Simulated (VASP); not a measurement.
CdS5:

```xyz
6
Lattice="-3.6500 3.6500 2.5350 3.6500 -3.6500 2.5350 3.6500 3.6500 -2.5350" Properties=species:S:1:pos:R:3 pbc="T T T"
Cd    0.0000    0.0000    0.0000
S    -1.3505    2.8251    2.5350
S     2.8251    1.3505    2.5350
S     5.0005    0.8249    0.0000
S     0.8249    2.2995    0.0000
S     0.0000    0.0000    2.5350
```

```yaml
Program: VASP 6.6.1
Task: relaxation of cell and atoms
Functional: PBE
Potentials_or_basis: VASP PAW PBE potentials, release 64 (Cd_sv_GW, S)
Cutoff: 630 eV
k_mesh: 4 × 4 × 4
Occupations: gaussian, width 0.2 eV
Spin: no spin polarisation
```

At the start: pressure -2.0 GPa; volume 22.52 Å³/atom.

Task: How do energy, volume and symmetry change on relaxing?

Result: Over 23 steps the energy falls by 862.6 meV/atom and the volume is 22.75 Å³/atom (+1.0 %); space group I4/m (No. 87, to 0.1 Å) before and after.

Step by step:
```
step  energy change (eV)  largest force (eV/Å)  pressure (GPa)  volume (Å³)
   1              0.0000                1.5652           -2.03       135.09
   2             -0.5669                1.6179           -2.06       129.57
   3             -2.2421                1.5246            0.80       113.84
   4             -0.8060                1.7749           35.16        85.97
   5             -2.6602                1.3185            5.91       105.50
   6             -2.7112                0.6487           14.72        96.73
   7             -2.8043                0.9247           10.37       100.43
   8             -3.1043                0.7341            9.23       101.53
   9             -3.4615                1.1511            7.74       104.64
  10             -3.7697                1.1761            4.19       109.24
  11             -4.2344                1.1937           -3.11       123.77
  12             -4.2632                1.2005           -4.43       128.06
  13             -4.5794                1.1059           -3.72       129.36
  14             -5.0372                1.0818            0.88       132.70
  15             -5.0538                0.2091           -0.77       131.94
  16             -5.0617                0.4790           -0.22       132.22
  17             -5.0614                0.5588           -0.07       132.29
  18             -5.0977                0.4422            0.04       132.40
  19             -5.1577                0.1438            0.68       132.63
  20             -5.1604                0.1164            0.95       132.67
  21             -5.1684                0.1698            0.06       134.84
  22             -5.1686                0.1900           -0.07       135.17
  23             -5.1757                0.0774           -0.09       136.47
```

Final structure:
```xyz
6
Lattice="-3.1706 3.1706 3.3940 3.1706 -3.1706 3.3940 3.1706 3.1706 -3.3940" Properties=species:S:1:pos:R:3 pbc="T T T"
Cd    0.0000    0.0000    0.0000
S    -0.6263    2.3597    3.3940
S     2.3597    0.6263    3.3940
S     3.7968    0.8109    0.0000
S     0.8109    2.5443    0.0000
S     0.0000    0.0000    3.3940
```

Caveat: the k points lie up to 0.34 Å⁻¹ apart in the final cell, too coarse for converged energies and pressures of a metal; the relaxation stopped at a loose force limit of 0.08 eV/Å, so its end isn't a converged minimum.
